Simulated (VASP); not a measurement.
Input of a VASP 6.6.1 run:

INCAR

```
  ALGO = Normal
  EDIFF = 1E-7
  EDIFFG = -0.01
  ENCUT = 600
  GGA = PS
  IBRION = 2
  ISIF = 3
  ISMEAR = -1
  IVDW = 12
  LASPH = True
  LCHARG = False
  LREAL = False
  LWAVE = False
  NELM = 100
  NSW = 60
  PREC = Accurate
  SIGMA = 0.05
```

The input KPOINTS:

```
k-points
0
Gamma
  5 5 3
```

File POSCAR:

```
HPbNO4
1.0
    4.1992300000      0.1111700000      0.1681700000
    1.9160000000      3.8913200000      0.1256800000
    1.7608500000      1.2525900000      6.3726600000
H Pb N O
1 1 1 4
Direct
    0.8914500000      0.6820200000      0.6279600000
    0.1442600000      0.9287200000      0.8835200000
    0.2567000000      0.2886100000      0.3017100000
    0.8310800000      0.6505600000      0.7840500000
    0.3869400000      0.2238000000      0.1129500000
    0.3110400000      0.0357600000      0.4585600000
    0.0772600000      0.6063300000      0.3227500000
```

Potentials or basis: VASP PAW PBE potentials, release 64 (H, Pb_d, N, O).

The run is started by

```sh
$ cat potpaw_PBE.64/H/POTCAR potpaw_PBE.64/Pb_d/POTCAR potpaw_PBE.64/N/POTCAR potpaw_PBE.64/O/POTCAR > POTCAR
$ mpirun -np 1 vasp_std > vasp.out
```

(1) Estimate the relaxed cell.

(2) What does it give for the dispersion energy per atom?

Answers

(1) a = 4.087 Å, b = 4.144 Å, c = 6.598 Å, α = 73.03°, β = 72.29°, γ = 61.64°.

(2) -0.088 eV.

Caveat: the standard files for N, O and F lose accuracy on very short bonds.
